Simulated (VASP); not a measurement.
# HgTe (F-43m) in VASP: notebook

Runs on HgTe. Level: PBE. Tasks: single point.

Program: VASP 6.6.1. These are calculated values, not measurements. Logs are shortened: lines on timing, memory, paths and dates and some standing lists are left out, and cuts for length are marked.

### Step 1. The cell of the first run

It takes space group F-43m (No. 216, cubic). The conventional cell has a = 6.653 Å, b = 6.653 Å, c = 6.653 Å, α = 90.00°, β = 90.00°, γ = 90.00°. Hg (site symmetry -43m) has 4 Te at 2.88 Å within 3.8 Å. Te (site symmetry -43m) has 4 Hg at 2.88 Å within 3.8 Å.

### Step 2. Single point, PBE

The input, INCAR:

```
PREC = Accurate ; ENCUT = 520
EDIFF = 1E-6 ; ISMEAR = 0
SIGMA = 0.1 ; LREAL = F
LASPH = T ; NELM = 80
ALGO = Normal ; ISIF = 2
LWAVE = F ; LCHARG = F
GGA = PE ; NBANDS = 16
```

The input, KPOINTS:

```
regular mesh
0
Gamma
  12 12 12
```

The input, POSCAR:

```
HgTe
1.0
    0.0000000000      3.3264077971      3.3264077971
    3.3264077971      0.0000000000      3.3264077971
    3.3264077971      3.3264077971      0.0000000000
Hg Te
1 1
Direct
    0.0000000000      0.0000000000      0.0000000000
    0.2500000000      0.2500000000      0.2500000000
```

Potentials or basis: VASP PAW PBE potentials, release 64 (Hg, Te).

On the command line:

```
$ cat potpaw_PBE.64/Hg/POTCAR potpaw_PBE.64/Te/POTCAR > POTCAR
$ mpirun -np 1 vasp_std > vasp.out
```

OUTCAR:

```text
PREC = Accurate
   ENCUT = 520
   EDIFF = 1E-6
   ISMEAR = 0
   LREAL = F
   LASPH = T
   NELM = 80
   ISIF = 2
   GGA = PE

 ion  position               nearest neighbor table
   1  0.000  0.000  0.000-   2 2.88   2 2.88   2 2.88   2 2.88
   2  0.250  0.250  0.250-   1 2.88   1 2.88   1 2.88   1 2.88

  LATTYP: Found a face centered cubic cell.
 ALAT       =     6.6528155942

  Lattice vectors:

 A1 = (   0.0000000000,   3.3264077971,   3.3264077971)
 A2 = (   3.3264077971,   0.0000000000,   3.3264077971)
 A3 = (   3.3264077971,   3.3264077971,   0.0000000000)

Analysis of symmetry for initial positions (statically):
=====================================================================
 Subroutine PRICEL returns:
 Original cell was already a primitive cell.

 Routine SETGRP: Setting up the symmetry group for a
 face centered cubic supercell.

 Subroutine GETGRP returns: Found 24 space group operations
 (whereof 24 operations were pure point group operations)
 out of a pool of 48 trial point group operations.

The static configuration has the point symmetry T_d .

Analysis of symmetry for dynamics (positions and initial velocities):
=====================================================================
 Subroutine PRICEL returns:
 Original cell was already a primitive cell.

 Routine SETGRP: Setting up the symmetry group for a
 face centered cubic supercell.

 Subroutine GETGRP returns: Found 24 space group operations
 (whereof 24 operations were pure point group operations)
 out of a pool of 48 trial point group operations.

The dynamic configuration has the point symmetry T_d .

 Subroutine INISYM returns: Found 24 space group operations
 (whereof 24 operations are pure point group operations),
 and found     1 'primitive' translations

----------------------------------------------------------------------------------------

                                     Primitive cell

  volume of cell :      73.6133

  direct lattice vectors                    reciprocal lattice vectors
     0.000000000  3.326407797  3.326407797    -0.150312298  0.150312298  0.150312298
     3.326407797  0.000000000  3.326407797     0.150312298 -0.150312298  0.150312298
     3.326407797  3.326407797  0.000000000     0.150312298  0.150312298 -0.150312298

  length of vectors
     4.704251021  4.704251021  4.704251021     0.260348537  0.260348537  0.260348537

  position of ions in fractional coordinates (direct lattice)
     0.000000000  0.000000000  0.000000000
     0.250000000  0.250000000  0.250000000

  ion indices of the primitive-cell ions
   primitive index   ion index
                 1           1
                 2           2

----------------------------------------------------------------------------------------

 KPOINTS: regular mesh

Automatic generation of k-mesh.
 Grid dimensions read from file:
 generate k-points for:   12   12   12

 Generating k-lattice:

  Cartesian coordinates                     Fractional coordinates (reciprocal lattice)
    -0.012526025  0.012526025  0.012526025     0.083333333  0.000000000  0.000000000
     0.012526025 -0.012526025  0.012526025     0.000000000  0.083333333  0.000000000
     0.012526025  0.012526025 -0.012526025     0.000000000  0.000000000  0.083333333

  Length of vectors
     0.021695711  0.021695711  0.021695711

  Shift w.r.t. Gamma in fractional coordinates (k-lattice)
     0.000000000  0.000000000  0.000000000

 Subroutine IBZKPT returns following result:
 ===========================================

 Found     72 irreducible k-points:

 Following reciprocal coordinates:
            Coordinates               Weight
  0.000000  0.000000  0.000000      1.000000
  0.083333  0.000000  0.000000      8.000000
  0.166667  0.000000  0.000000      8.000000
  0.250000  0.000000  0.000000      8.000000
  0.333333  0.000000  0.000000      8.000000
  0.416667  0.000000  0.000000      8.000000
[... 16 lines left out ...]
  0.500000  0.166667  0.000000     24.000000
 -0.416667  0.166667  0.000000     24.000000
 [... further k-points ...]
   k-points           NKPTS =     72   k-points in BZ     NKDIM =     72   number of bands    NBANDS=     16
   number of dos      NEDOS =    301   number of ions     NIONS =      2
   total plane-waves  NPLWV =  46656
   dimension x,y,z NGX =    36 NGY =   36 NGZ =   36
   dimension x,y,z NGXF=    72 NGYF=   72 NGZF=   72
   ions per type =               1   1
   NGX,Y,Z   is equivalent  to a cutoff of  12.72, 12.72, 12.72 a.u.
   NGXF,Y,Z  is equivalent  to a cutoff of  25.44, 25.44, 25.44 a.u.
 SYSTEM =  unknown system
   PREC   = accura    normal or accurate (medium, high low for compatibility)
   ISTART =      0    job   : 0-new  1-cont  2-samecut
   ICHARG =      2    charge: 1-file 2-atom 10-const
   ISPIN  =      1    spin polarized calculation?
   LNONCOLLINEAR =      F non collinear calculations
   LSORBIT =      F    spin-orbit coupling
   LASPH  =      T    aspherical Exc in radial PAW
   ENCUT  =  520.0 eV  38.22 Ry    6.18 a.u.   8.75  8.75  8.75*2*pi/ulx,y,z
   NELM   =     80;   NELMIN=  2; NELMDL= -5     # of ELM steps
   EDIFF  = 0.1E-05   stopping-criterion for ELM
   LREAL  =      F    real-space projection
   EDIFFG = 0.1E-04   stopping-criterion for IOM
   NSW    =      0    number of steps for IOM
   IBRION =     -1    ionic relax: 0-MD 1-quasi-New 2-CG
   NFREE  =      0    steps in history (QN), initial steepest desc. (CG)
   ISIF   =      2    stress and relaxation
   ISYM   =      2    0-nonsym 1-usesym 2-fastsym
   POTIM  = 0.5000    time-step for ionic-motion
   TEBEG  =    0.0;   TEEND  =   0.0 temperature during run
   PSTRESS=    0.0 pullay stress
   NELECT =      18.0000    total number of electrons
   NUPDOWN=      -1.0000    fix difference up-down
   EMIN   =  10.00;   EMAX   =-10.00  energy-range for DOS
   EFERMI =   0.00;   METHOD = LEGACY
   ISMEAR =     0;   SIGMA  =   0.10  broadening in eV -4-tet -1-fermi 0-gaus
   EFERMI_NEDOS =   21; number of points for ismear=-14 and -15
   IALGO  =     38    algorithm
   IMIX   =      4    mixing-type and parameters
     AMIX     =   0.40;   BMIX     =  1.00
     AMIX_MAG =   1.60;   BMIX_MAG =  1.00
  volume/ion in A,a.u.               =      36.81       248.38
  Fermi-wavevector in a.u.,A,eV,Ry     =   1.023718  1.934546 14.258875  1.047998
  Thomas-Fermi vector in A             =   2.157466
   LORBIT       =      0    0 simple, 1 ext, 2 COOP (PROOUT), +10 PAW based schemes
   GGA     = PE    functional components
   LHFCALC =     F    Hartree Fock is set to
   AEXX    =    0.0000 exact exchange contribution
   IVDW    =     0    specifies the selected vdW correction
   LEPSILON=     F    determine dielectric tensor
   LRPA    =     F    only Hartree local field effects (RPA)
 non-spin polarized calculation
 Gauss-broadening in eV      SIGMA  =   0.10
  energy-cutoff  :      520.00
  volume of cell :       73.61
 maximum number of plane-waves:      2012
   NGX = 17   NGY = 17   NGZ = 17

 number of electron      17.9999998 magnetization

 Free energy of the ion-electron system (eV)
  ---------------------------------------------------
  ext. energy  EPLUGINS =         0.00000000
  ---------------------------------------------------
  free energy    TOTEN  =        -3.65190623 eV

  energy without entropy =       -3.65174170  energy(sigma->0) =       -3.65182396

 E-fermi :   2.2970     XC(G=0):  -8.3540

 val. band max:        2.2252841695   @ k =   0.0000   0.0000   0.0000
 cond. band min:       2.5774387162   @ k =   0.0833   0.0000   0.0000
 fundamental gap:      0.3521545467
 Fermi energy:         2.2970162960

 k-point     1 :       0.0000    0.0000    0.0000
  band No.  band energies     occupation
      1      -9.1828      2.00000
      2      -4.6614      2.00000
      3      -4.6614      2.00000
      4      -4.6614      2.00000
      5      -4.2302      2.00000
      6      -4.2302      2.00000
[... 8 lines left out ...]
     15      11.6531      0.00000
     16      11.6531      0.00000

 k-point     2 :       0.0833    0.0000    0.0000
  band No.  band energies     occupation
      1      -9.1538      2.00000
      2      -4.6533      2.00000
      3      -4.6533      2.00000
      4      -4.6487      2.00000
      5      -4.2309      2.00000
      6      -4.2309      2.00000
[... 8 lines left out ...]
     15      11.1917      0.00000
     16      11.1917      0.00000

 k-point     3 :       0.1667    0.0000    0.0000
  band No.  band energies     occupation
      1      -9.0727      2.00000
      2      -4.6318      2.00000
      3      -4.6318      2.00000
      4      -4.6037      2.00000
      5      -4.2320      2.00000
      6      -4.2320      2.00000
[... 8 lines left out ...]
     15      10.7907      0.00000
     16      10.7907      0.00000

 k-point     4 :       0.2500    0.0000    0.0000
  band No.  band energies     occupation
      1      -8.9579      2.00000
      2      -4.6045      2.00000
      3      -4.6045      2.00000
      4      -4.5084      2.00000
      5      -4.2304      2.00000
      6      -4.2304      2.00000
[... 8 lines left out ...]
     15      10.7275      0.00000
     16      10.7275      0.00000
[... 324 lines left out ...]
 k-point    22 :       0.4167    0.1667    0.0000
  band No.  band energies     occupation
      1      -8.7393      2.00000
      2      -4.5557      2.00000
      3      -4.5229      2.00000
      4      -4.3280      2.00000
      5      -4.2051      2.00000
      6      -4.1570      2.00000
[... 8 lines left out ...]
     15      11.5906      0.00000
     16      12.2311      0.00000

 k-point    23 :       0.5000    0.1667    0.0000
  band No.  band energies     occupation
      1      -8.6746      2.00000
      2      -4.5430      2.00000
      3      -4.5166      2.00000
      4      -4.2655      2.00000
      5      -4.2091      2.00000
      6      -3.9920      2.00000
[... 8 lines left out ...]
     15      11.7683      0.00000
     16      12.2633      0.00000

 k-point    24 :      -0.4167    0.1667    0.0000
  band No.  band energies     occupation
      1      -8.6661      2.00000
      2      -4.5382      2.00000
      3      -4.5226      2.00000
      4      -4.2407      2.00000
      5      -4.2206      2.00000
      6      -3.9540      2.00000
[... 8 lines left out ...]
     15      11.4855      0.00000
     16      11.7372      0.00000

 [... further k-points ...]

------------------------ aborting loop because EDIFF is reached ----------------------------------------

  FORCE on cell =-STRESS in cart. coord.  units (eV):
  Direction    XX          YY          ZZ          XY          YZ          ZX
  --------------------------------------------------------------------------------------
  -------------------------------------------------------------------------------------
  Total        0.0053925      0.0053925      0.0053925      0.0000000      0.0000000      0.0000000
  in kB        0.1173660      0.1173660      0.1173660      0.0000000      0.0000000      0.0000000
  external PRESSURE =       0.1173660 kB  Pullay stress =       0.0000000 kB

 VOLUME and BASIS-vectors are now :
 -----------------------------------------------------------------------------
  energy-cutoff  :      520.00
  volume of cell :       73.61
      direct lattice vectors                 reciprocal lattice vectors
     0.000000000  3.326407797  3.326407797    -0.150312298  0.150312298  0.150312298
     3.326407797  0.000000000  3.326407797     0.150312298 -0.150312298  0.150312298
     3.326407797  3.326407797  0.000000000     0.150312298  0.150312298 -0.150312298

 POSITION                                       TOTAL-FORCE (eV/Angst)
 -----------------------------------------------------------------------------------
      0.00000      0.00000      0.00000         0.000000      0.000000      0.000000
      1.66320      1.66320      1.66320        -0.000000     -0.000000     -0.000000
 -----------------------------------------------------------------------------------
    total drift:                               -0.000000     -0.000000     -0.000000

  FREE ENERGIE OF THE ION-ELECTRON SYSTEM (eV)
  ---------------------------------------------------
  free  energy   TOTEN  =        -3.6519062255 eV

  energy  without entropy=       -3.6517417026  energy(sigma->0) =       -3.65182396
```

Run time: 81 s. Hardware: 1 thread of Intel Xeon 8259CL, shared host; peak memory 0.26 GiB.

What came out:

```yaml
Free_energy: -3.6519 eV
Pressure: 0.0 GPa
Band_gap_on_the_k_mesh: zero (filled and empty bands touch)
```

Caveat: semilocal functionals underestimate gaps, so a narrow gap can read as zero; spin-orbit coupling is left out, which moves the levels of the heavy elements.

(Part 1 of 2 ends here.)
